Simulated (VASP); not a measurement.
A run of VASP 6.6.1:

The input INCAR:

```
SYSTEM = GaGe
  PREC = Accurate
  ENCUT = 520
  EDIFF = 1E-7
  ISMEAR = 1
  SIGMA = 0.15
  LREAL = .False.
  LASPH = .True.
  NELM = 100
  ALGO = Normal
  ISIF = 2
  LWAVE = .False.
  LCHARG = .False.
  GGA = PE
  IVDW = 12
  NBANDS = 20
```

The input KPOINTS:

```
regular mesh
0
Gamma
  7 7 7
  0 0 0
```

File POSCAR:

```
GaGe
1.0
    0.0000000000      2.9233769808      2.9233769808
    2.9233769808      0.0000000000      2.9233769808
    2.9233769808      2.9233769808      0.0000000000
Ga Ge
1 1
Direct
    0.7500000000      0.7500000000      0.7500000000
    0.0000000000      0.0000000000      0.0000000000
```

Potentials or basis: VASP PAW PBE potentials, release 64 (Ga_d, Ge_d).

Run with:

```bash
$ cat potpaw_PBE.64/Ga_d/POTCAR potpaw_PBE.64/Ge_d/POTCAR > POTCAR
$ mpirun -np 1 vasp_std > vasp.out
```

Hardware: 1 thread of Intel(R) Xeon(R) Platinum 8259CL CPU @ 2.50GHz (Skylake/Cascade Lake), with other jobs on the host.

Question: How long does it take, and how much memory?

Answer: It took 16 s on 1 thread of Intel(R) Xeon(R) Platinum 8259CL CPU @ 2.50GHz (Skylake/Cascade Lake), with other jobs on the host, peak memory 0.18 GiB. Counts: scf iterations 13, k points 20.
